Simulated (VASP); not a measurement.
Set up this calculation in VASP 6.6.1, as the native input.

```yaml
Task: single point
Functional: PBE
Potentials_or_basis: VASP PAW PBE potentials, release 64 (Fe)
Cutoff: 600 eV
k_mesh: 17 × 17 × 10
Occupations: fermi-dirac, width 0.08 eV
Spin: no spin polarisation
Dipole_correction: no
Further_INCAR_settings: ALGO = Normal; EDIFF = 1e-06; NBANDS = 15
```

The structure of Fe lies in POSCAR:

```
Fe
1.0
    2.4341575853      0.0000000000      0.0000000000
   -1.2170787927      2.1080423057      0.0000000000
    0.0000000000      0.0000000000      3.7266764359
Fe
2
Direct
    0.3333333333      0.6666666667      0.2500000000
    0.6666666667      0.3333333333      0.7500000000
```

This isn't the form of Fe at room conditions, which is bcc.

This cell differs from its parent crystal: zz strain of -3 %.

These files were run (other wordings do the same):

INCAR

```
  ALGO = Normal
  EDIFF = 1E-6
  ENCUT = 600
  GGA = PE
  GGA_COMPAT = F
  ISIF = 2
  ISMEAR = -1
  LASPH = T
  LCHARG = F
  LREAL = F
  LWAVE = F
  NBANDS = 15
  NELM = 120
  PREC = Accurate
  SIGMA = 0.08
```

KPOINTS

```
k-points
0
Gamma
  17 17 10
```

Potentials or basis: VASP PAW PBE potentials, release 64 (Fe).

Command:

```bash
$ cat potpaw_PBE.64/Fe/POTCAR > POTCAR
$ mpirun -np 1 vasp_std > vasp.out
```

It gave:

The pressure is 21.6 GPa and the band gap on the k mesh is zero (bands 8 and 9 overlap by 1.98 eV).

Caveat: the cell differs from its parent crystal (zz strain of -3 %); the cell stands under pressure; the run has no spin polarisation, though such a crystal can be magnetic.

Run time: 31 s on 1 thread of AMD EPYC 9R45 96-Core Processor (Zen 5) (shared host), peak memory 0.15 GiB.
